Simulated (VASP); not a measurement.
Wanted: the native input for a VASP 6.6.1 run.

* Task: electric field gradients
* Functional: LDA
* Potentials or basis: VASP PAW LDA potentials, release 64 (Y_sv, Se)
* Cutoff: 520 eV
* k mesh: 9 × 9 × 9
* Occupations: fermi-dirac, width 0.02 eV
* Spin: no spin polarisation
* Dipole correction: no
* Further INCAR settings: ALGO = Normal; EDIFF = 1e-08; NBANDS = 16

The structure of YSe lies in POSCAR:

```
YSe
1.0
    0.0000000000      2.8206278024      2.8206278024
    2.8206278024      0.0000000000      2.8206278024
    2.8206278024      2.8206278024      0.0000000000
Y Se
1 1
Direct
    0.5000000000      0.5000000000      0.5000000000
    0.0000000000      0.0000000000      0.0000000000
```

These files were run (other wordings do the same):

INCAR

```
PREC = Accurate
ENCUT = 520
EDIFF = 1E-8
ISMEAR = -1
SIGMA = 0.02
LREAL = F
LASPH = T
NELM = 80
ALGO = Normal
ISIF = 2
LWAVE = F
LCHARG = F
GGA = CA
LEFG = T
NBANDS = 16
```

KPOINTS

```
regular mesh
0
Gamma
  9 9 9
```

Potentials or basis: VASP PAW LDA potentials, release 64 (Y_sv, Se).

The run is started by

```bash
$ cat potpaw_LDA.64/Y_sv/POTCAR potpaw_LDA.64/Se/POTCAR > POTCAR
$ mpirun -np 1 vasp_std > vasp.out
```

It gave:

The pressure is 0.2 GPa.

Caveat: without QUAD_EFG the Cq values of the log hold for a quadrupole moment of 1 mb, not for the nuclei.

It took 18 s on 1 thread of Intel(R) Xeon(R) Platinum 8488C (Sapphire Rapids), on a shared host, peak memory 0.18 GiB.
